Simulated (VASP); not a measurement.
Wanted: the native input for a VASP 6.6.1 run.

- Task: relaxation of cell and atoms
- Functional: LDA
- Potentials or basis: VASP PAW LDA potentials, release 64 (Na_pv, H)
- Cutoff: 600 eV
- k mesh: 8 × 8 × 8
- Occupations: fermi-dirac, width 0.02 eV
- Spin: no spin polarisation
- Dipole correction: no
- Further INCAR settings: ALGO = Normal; EDIFF = 1e-06; IBRION = 2; EDIFFG = -0.005; NSW = 80; ISIF = 3

The structure of NaH lies in POSCAR:

```
NaH
1.0
    0.0000000000      2.6096546508      2.6096546508
    2.6096546508      0.0000000000      2.6096546508
    2.6096546508      2.6096546508      0.0000000000
Na H
1 1
Direct
    0.0000000000      0.0000000000      0.0000000000
    0.2500000000      0.2500000000      0.2500000000
```

One way to write it, as run:

INCAR

```
ALGO     = Normal         # electronic algorithm
EDIFF    = 1E-6           # SCF threshold, eV
EDIFFG   = -0.005         # ionic threshold
ENCUT    = 600            # plane-wave cutoff, eV
GGA      = CA             # functional
IBRION   = 2              # ionic algorithm
ISIF     = 3              # what is computed and relaxed
ISMEAR   = -1             # smearing method
LASPH    = True           # aspherical terms in the spheres
LCHARG   = False          # write CHGCAR
LREAL    = False          # projectors in reciprocal space
LWAVE    = False          # write WAVECAR
NELM     = 80             # most SCF steps
NSW      = 80             # ionic steps
PREC     = Accurate       # precision mode
SIGMA    = 0.02           # smearing width, eV
```

KPOINTS

```
k-points
0
Gamma
  8 8 8
```

Potentials or basis: VASP PAW LDA potentials, release 64 (Na_pv, H).

The run is started by

```bash
$ cat potpaw_LDA.64/Na_pv/POTCAR potpaw_LDA.64/H/POTCAR > POTCAR
$ mpirun -np 1 vasp_std > vasp.out
```

Results of the run:

```json
{
  "Relaxed volume": "16.27 Å³/atom",
  "Relaxed cell": "a = 3.584 Å, b = 3.584 Å, c = 3.584 Å, α = 60.00°, β = 60.00°, γ = 60.00°",
  "Space group after relaxing (to 0.1 Å)": "F-43m (No. 216)",
  "Energy gained by relaxing": "7.3 meV/atom",
  "Ionic steps": "4",
  "Pressure after relaxing": "0.0 GPa",
  "Band gap on the k mesh": "3.31 eV (least direct gap 4.12 eV)"
}
```

Caveat: the structure was generated, so it needn't be the stable form of NaH.

Wall time 38 s on 1 thread of Intel Xeon 8259CL (shared host), peak memory 0.15 GiB.
